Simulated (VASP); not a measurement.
A run of VASP 6.6.1 is set up as follows.

Contents of INCAR:

```
PREC = Accurate
ENCUT = 520
EDIFF = 1E-7
ISMEAR = -1
SIGMA = 0.03
LREAL = F
LASPH = T
NELM = 150
ALGO = Normal
ISIF = 2
LWAVE = F
LCHARG = F
ISPIN = 2
MAGMOM = 5
LORBIT = 11
LMAXMIX = 6
GGA = PE
NBANDS = 18
```

File KPOINTS:

```
Automatic mesh
0
Gamma
  12 12 12
```

POSCAR

```
Sm
1.0
    0.0000000000      2.6872891017      2.6872891017
    2.6872891017      0.0000000000      2.6872891017
    2.6872891017      2.6872891017      0.0000000000
Sm
1
Direct
    0.0000000000      0.0000000000      0.0000000000
```

Potentials or basis: VASP PAW PBE potentials, release 64 (Sm).

Run with:

```console
$ cat potpaw_PBE.64/Sm/POTCAR > POTCAR
$ mpirun -np 1 vasp_std > vasp.out
```

Question: Estimate the pressure.

Answer: -0.2 GPa.

Question: Estimate the site moments.

Answer: Sm +5.70 μB.

Caveat: the magnetic or orbital state may not be the lowest. The state reached can hang on the start; a lower one may exist.
